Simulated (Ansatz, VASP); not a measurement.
Two plane-wave programs on RbW2

```
CELL_PARAMETERS angstrom
3.23414 0.00000 0.00000
-1.61707 2.80085 0.00000
0.00000 0.00000 8.32732
ATOMIC_POSITIONS crystal
Rb 0.00000 0.00000 0.50000
W 0.33333 0.66667 0.90020
W 0.66667 0.33333 0.09980
```

Alike in both runs: functional PBE; k mesh 18 × 18 × 6; occupations gaussian, width 0.1 eV; no spin polarisation.

Ansatz relaxed the structure, and its values are those at the end. VASP's run is a single point on that final structure, the one shown.

|  | VASP | Ansatz |
| --- | --- | --- |
| version | VASP 6.6.1 | Ansatz 0.2.0 |
| potentials or method | VASP PAW PBE potentials, release 64 (Rb_sv, W_sv), cutoff 520 eV | scalar-relativistic, plane waves, PAW |
| valence electrons in the cell | 37 | 37 |

|  | VASP | Ansatz | Ansatz less VASP |
| --- | --- | --- | --- |
| gap on the k mesh at the Fermi level (eV) | none | none | - |
| pressure (GPa) | 0.4 | 0.0 | -0.36 |
| rms of the force components (eV/Å) | 0.047 | 0.001 | -0.0461 |

A gap of «none» marks a metal or a gap that the smearing closes.

Spin-orbit coupling is off throughout.
